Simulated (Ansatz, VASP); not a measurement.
# Two plane-wave programs on TePt

Contents of INCAR:

```
PREC     = Accurate       # precision mode
ENCUT    = 520            # plane-wave cutoff, eV
EDIFF    = 1E-6           # SCF threshold, eV
ISMEAR   = 0              # smearing method
SIGMA    = 0.15           # smearing width, eV
LREAL    = F              # projectors in reciprocal space
LASPH    = T              # aspherical terms in the spheres
NELM     = 80             # most SCF steps
ALGO     = Normal         # electronic algorithm
ISIF     = 2              # what is computed and relaxed
LWAVE    = F              # write WAVECAR
LCHARG   = F              # write CHGCAR
GGA      = PS             # functional
NBANDS   = 24             # bands
```

Contents of KPOINTS:

```
regular mesh
0
Gamma
  12 12 10
```

Contents of POSCAR:

```
TePt
1.0
    4.1109998117      0.0000000000      0.0000000000
   -2.0554999058      3.5602302719      0.0000000000
    0.0000000000      0.0000000000      5.0103200000
Te Pt
2 2
Direct
    0.3333333333      0.6666666667      0.2500000000
    0.6666666667      0.3333333333      0.7500000000
    0.0000000000      0.0000000000      0.0000000000
    0.0000000000      0.0000000000      0.5000000000
```

Input for Ansatz:

```yaml
crystal:
  lattice:
    - [4.1109998117, 0.0, 0.0]
    - [-2.0554999058, 3.5602302719, 0.0]
    - [0.0, 0.0, 5.01032]
  atoms:
    - { symbol: Te, position: [0.3333333333, 0.6666666667, 0.25] }
    - { symbol: Te, position: [0.6666666667, 0.3333333333, 0.75] }
    - { symbol: Pt, position: [0.0, 0.0, 0.0] }
    - { symbol: Pt, position: [0.0, 0.0, 0.5] }
basis:
  ecutwfc: 420
kpoints:
  mp_grid: { grid: [12, 12, 10] }
hamiltonian:
  xc: pbesol
scf:
  occupations: { method: gaussian, width: 0.15 }
output:
  forces: true
  stress: true
  eigenvalues: true
```

Change from the starting cell: strain +0.000 along x and y, -0.080 along z, atoms carried along.

Alike in both runs: task single point; functional PBEsol; k mesh 12 × 12 × 10; occupations gaussian, width 0.15 eV; no spin polarisation.

|  | VASP | Ansatz |
| --- | --- | --- |
| version | VASP 6.6.1 | Ansatz 0.2.0 |
| potentials or method | VASP PAW PBE potentials, release 64 (Te, Pt), cutoff 520 eV | scalar-relativistic, plane waves, PAW |
| valence electrons in the cell | 32 | 68 |

```tsv
	VASP	Ansatz	Ansatz less VASP
gap on the k mesh at the Fermi level (eV)	none	none	-
pressure (GPa)	33.4	33.4	-0.06
traceless stress, the component that is largest in VASP (GPa)	14.23	14.25	+0.014
```

VASP's potentials were made for PBE, not for PBEsol. A gap of «none» marks a metal or a gap that the smearing closes. Both programs put the cell under a high pressure, so it lies far from rest at this level. VASP's potentials hold 32 valence electrons a cell and Ansatz's 68, so a difference there can come from the potentials and not from the codes.

Spin-orbit coupling is off throughout.
